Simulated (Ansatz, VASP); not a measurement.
Given: the input of a run of VASP 6.6.1 on Hg.

INCAR

```
ALGO = Normal
EDIFF = 1E-6
ENCUT = 520
GGA = RE
ISIF = 2
ISMEAR = 1
IVDW = 13
LASPH = True
LCHARG = False
LREAL = False
LWAVE = False
NBANDS = 19
NELM = 100
PREC = Accurate
SIGMA = 0.1
```

The input KPOINTS:

```
k-points
0
Gamma
  9 9 5
```

File POSCAR:

```
Hg
1.0
    3.4847361982      0.0000000000      0.0000000000
   -1.7423680991      3.0178700731      0.0000000000
    0.0000000000      0.0000000000      5.5238907185
Hg
2
Direct
    0.3333333333      0.6666666667      0.2500000000
    0.6666666667      0.3333333333      0.7500000000
```

Potentials or basis: VASP PAW PBE potentials, release 64 (Hg).

Launch:

```bash
$ cat potpaw_PBE.64/Hg/POTCAR > POTCAR
$ mpirun -np 1 vasp_std > vasp.out
```

Task: Set up the same calculation for Ansatz 0.2.0. Potentials there: Ansatz PAW.

Result: As run (the cutoff follows the program's own potentials):

File input.yaml:

```yaml
crystal:
  lattice:
    - [3.4847361982, 0.0, 0.0]
    - [-1.7423680991, 3.0178700731, 0.0]
    - [0.0, 0.0, 5.5238907185]
  atoms:
    - { symbol: Hg, position: [0.3333333333, 0.6666666667, 0.25] }
    - { symbol: Hg, position: [0.6666666667, 0.3333333333, 0.75] }
hamiltonian:
  xc: revpbe
  pseudopotentials: { kind: paw }
  dispersion: d4
kpoints:
  mp_grid: { grid: [9, 9, 5] }
scf:
  occupations: { method: methfessel_paxton, width: 0.1 }
output:
  forces: true
  stress: true
  eigenvalues: true
```

Potentials or basis: Ansatz PAW.

Launch:

```console
$ ansatz run input.yaml --threads 1 --pin off --max-ram 3584MiB --backend cpu --events-out ev --progress --plain --runs-dir out
```

Both were run:

|  | VASP | Ansatz | Ansatz less VASP |
| --- | --- | --- | --- |
| gap on the k mesh at the Fermi level (eV) | none | none | - |
| pressure (GPa) | -0.5 | -0.6 | -0.07 |
| traceless stress, the component that is largest in VASP (GPa) | 0.10 | 0.09 | -0.011 |

VASP's potentials were made for PBE, not for revPBE. A gap of «none» marks a metal or a gap that the smearing closes. VASP's potentials hold 24 valence electrons a cell and Ansatz's 40, so a difference there can come from the potentials and not from the codes.

Neither program's run includes spin-orbit coupling.
